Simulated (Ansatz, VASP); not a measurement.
# Sn in VASP and in Ansatz

```
Sn
1.0
     3.26526    0.00000    0.00000
    -1.63263    2.82780    0.00000
     0.00000    0.00000   10.81584
Sn
4
Direct
  0.00000 0.00000 0.00000
  0.00000 0.00000 0.50000
  0.33333 0.66667 0.25000
  0.66667 0.33333 0.75000
```

Alike in both runs: task single point; functional r2SCAN; k mesh 12 × 12 × 4; occupations fermi-dirac, width 0.1 eV; no spin polarisation.

|  | VASP | Ansatz |
| --- | --- | --- |
| version | VASP 6.6.1 | Ansatz 0.2.0 |
| potentials or method | VASP PAW PBE potentials, release 64 (Sn_d), cutoff 520 eV | plane waves (500 eV) with PAW, scalar-relativistic |
| valence electrons in the cell | 56 | 56 |

```csv
,VASP,Ansatz,Ansatz less VASP
pressure (GPa),5.4,5.3,-0.04
"traceless stress, the component that is largest in VASP (GPa)",-0.20,-0.20,+0.006
```

VASP's potentials were made for PBE, not for r2SCAN.
